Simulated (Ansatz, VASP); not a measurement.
Ta3P3N in VASP and in Ansatz

```
Ta P N
1.0
     4.84694    0.00000    0.00000
     0.00000    4.84694    0.00000
     0.00000    0.00000    4.84694
Ta P N
3 3 1
Direct
  0.50000 0.00000 0.00000
  0.00000 0.50000 0.00000
  0.00000 0.00000 0.50000
  0.00000 0.50000 0.50000
  0.50000 0.00000 0.50000
  0.50000 0.50000 0.00000
  0.00000 0.00000 0.00000
```

Change from the starting cell: species swapped into the Ca3AsBr3 type (Pm-3m, No. 221).

Alike in both runs: task relaxation of cell and atoms; functional PBE; k mesh 8 × 8 × 8; occupations gaussian, width 0.1 eV; no spin polarisation.

|  | VASP | Ansatz |
| --- | --- | --- |
| version | VASP 6.6.1 | Ansatz 0.2.0 |
| potentials or method | VASP PAW PBE potentials, release 64 (Ta_pv, P, N), cutoff 600 eV | scalar-relativistic, plane waves, PAW |
| valence electrons in the cell | 53 | 59 |

|  | VASP | Ansatz | Ansatz less VASP |
| --- | --- | --- | --- |
| gap on the k mesh at the Fermi level, each at its own relaxed structure (eV) | none | none | - |
| relaxed volume (Å³/atom) | 16.23 | 16.22 | -0.008 |
| relaxed length of the cell vector where the two differ most in proportion (Å) | 4.843 | 4.842 | -0.0008 |

A gap of «none» marks a metal or a gap that the smearing closes. VASP's potentials hold 53 valence electrons a cell and Ansatz's 59, so a difference there can come from the potentials and not from the codes.

Spin-orbit coupling is off throughout.
